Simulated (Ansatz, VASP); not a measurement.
**Two plane-wave programs on Fe3Ge**

The input INCAR:

```
ALGO = Normal
EDIFF = 1E-7
EDIFFG = -0.01
ENCUT = 600
GGA = PS
IBRION = 2
ISIF = 3
ISMEAR = -1
ISPIN = 2
LASPH = True
LCHARG = False
LMAXMIX = 4
LORBIT = 11
LREAL = False
LWAVE = False
MAGMOM = 4.5 4.5 4.5 0
NELM = 150
NSW = 100
PREC = Accurate
SIGMA = 0.1
```

KPOINTS

```
k-points
0
Gamma
  6 6 6
```

The input POSCAR:

```
Fe3Ge
1.0
    3.6605010000      0.0000000000      0.0000000000
    0.0000000000      3.6605010000      0.0000000000
    0.0000000000      0.0000000000      3.6605010000
Fe Ge
3 1
Direct
    0.0000000000      0.5000000000      0.5000000000
    0.5000000000      0.5000000000      0.0000000000
    0.5000000000      0.0000000000      0.5000000000
    0.0000000000      0.0000000000      0.0000000000
```

Input for Ansatz:

```yaml
crystal:
  lattice:
    - [3.660501, 0.0, 0.0]
    - [0.0, 3.660501, 0.0]
    - [0.0, 0.0, 3.660501]
  atoms:
    - { symbol: Fe, position: [0.0, 0.5, 0.5] }
    - { symbol: Fe, position: [0.5, 0.5, 0.0] }
    - { symbol: Fe, position: [0.5, 0.0, 0.5] }
    - { symbol: Ge, position: [0.0, 0.0, 0.0] }
basis:
  ecutwfc: 450.0
kpoints:
  mp_grid:
    grid: [6, 6, 6]
hamiltonian:
  xc: pbesol
  dispersion: none
magnetization:
  spin_polarized: true
  per_species:
    Fe: 4.5
scf:
  occupations:
    method: fermi_dirac
    width: 0.1
relax:
  f_tol: 0.01
  max_steps: 100
  cell: {}
```

Alike in both runs: task relaxation of cell and atoms; functional PBEsol; k mesh 6 × 6 × 6; occupations fermi-dirac, width 0.1 eV; collinear spin.

|  | VASP | Ansatz |
| --- | --- | --- |
| version | VASP 6.6.1 | Ansatz 0.2.0 |
| potentials or method | VASP PAW PBE potentials, release 64 (Fe, Ge_d), cutoff 600 eV | plane waves, PAW |
| valence electrons in the cell | 38 | 62 |

|  | VASP | Ansatz | Ansatz less VASP |
| --- | --- | --- | --- |
| net moment per atom (μB) | 1.55 | 1.54 | -0.004 |
| size of the moment on the site where the two differ most (μB) | 0.13 | 0.10 | -0.027 |
| relaxed volume (Å³/atom) | 11.51 | 11.49 | -0.019 |
| relaxed cell length with the largest relative difference (Å) | 3.584 | 3.582 | -0.0020 |

VASP's potentials were made for PBE, not for PBEsol. Site moments also hang on the region over which each program counts them. VASP's potentials hold 38 valence electrons a cell and Ansatz's 62, so a difference there can come from the potentials and not from the codes. Ansatz's warnings: given moment on shells.
